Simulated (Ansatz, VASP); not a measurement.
**One calculation of Sc, two programs**

```
CELL_PARAMETERS angstrom
0.00000 2.08037 2.70448
2.08037 0.00000 2.70448
2.08037 2.08037 0.00000
ATOMIC_POSITIONS crystal
Sc 0.00000 0.00000 0.00000
```

Alike in both runs: task single point; functional PBEsol; k mesh 20 × 20 × 20; occupations gaussian, width 0.15 eV; no spin polarisation.

|  | VASP | Ansatz |
| --- | --- | --- |
| version | VASP 6.6.1 | Ansatz 0.2.0 |
| potentials or method | VASP PAW PBE potentials, release 64 (Sc_sv), cutoff 520 eV | scalar-relativistic, plane waves, PAW |
| valence electrons in the cell | 11 | 11 |

|  | VASP | Ansatz | Ansatz less VASP |
| --- | --- | --- | --- |
| gap on the k mesh at the Fermi level (eV) | none | none | - |
| pressure (GPa) | 0.2 | 0.3 | +0.03 |
| traceless stress, the component that is largest in VASP (GPa) | -7.04 | -7.03 | +0.017 |

VASP's potentials were made for PBE, not for PBEsol. A gap of «none» marks a metal or a gap that the smearing closes. With one functional, cell and mesh, what is left measures potentials, basis and numerics.
